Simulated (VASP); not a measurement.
NbTe, 2 atoms in the cell. Symmetry: P-6m2, No. 187, hexagonal system. Conventional cell: a = 3.776 Å, b = 3.776 Å, c = 3.767 Å, α = 90.00°, β = 90.00°, γ = 120.00°. Within 3.8 Å of Te (site symmetry -6m2) lie 6 Nb at 2.88 Å and 8 Te at 3.77 to 3.78 Å. Nb (site symmetry -6m2) has 6 Te at 2.88 Å and 8 Nb at 3.77 to 3.78 Å within 3.8 Å. 

| Quantity | Value |
| --- | --- |
| Program | VASP 6.6.1 |
| Task | single point |
| Functional | r2SCAN |
| Potentials or basis | VASP PAW PBE potentials, release 64 (Te, Nb_sv) |
| Cutoff | 520 eV |
| k mesh | 8 × 8 × 7 |
| Occupations | fermi-dirac, width 0.05 eV |
| Spin | no spin polarisation |
| Dipole correction | no |
| Further INCAR settings | ALGO = Normal; EDIFF = 1e-07; NBANDS = 16 |

Potentials or basis: VASP PAW PBE potentials, release 64 (Te, Nb_sv).

Launch:

```bash
$ cat potpaw_PBE.64/Te/POTCAR potpaw_PBE.64/Nb_sv/POTCAR > POTCAR
$ cp INCAR.step1 INCAR
$ mpirun -np 1 vasp_std > vasp.out
$ cp INCAR.step2 INCAR
$ mpirun -np 1 vasp_std > vasp.out
```

Hardware: 1 thread of Intel(R) Xeon(R) 6975P-C (Granite Rapids) (shared host).

Task: Estimate the wall time of this run.

Result: It took 54 s on 1 thread of Intel(R) Xeon(R) 6975P-C (Granite Rapids), with other jobs on the host, peak memory 0.18 GiB. Counts: k points 40.
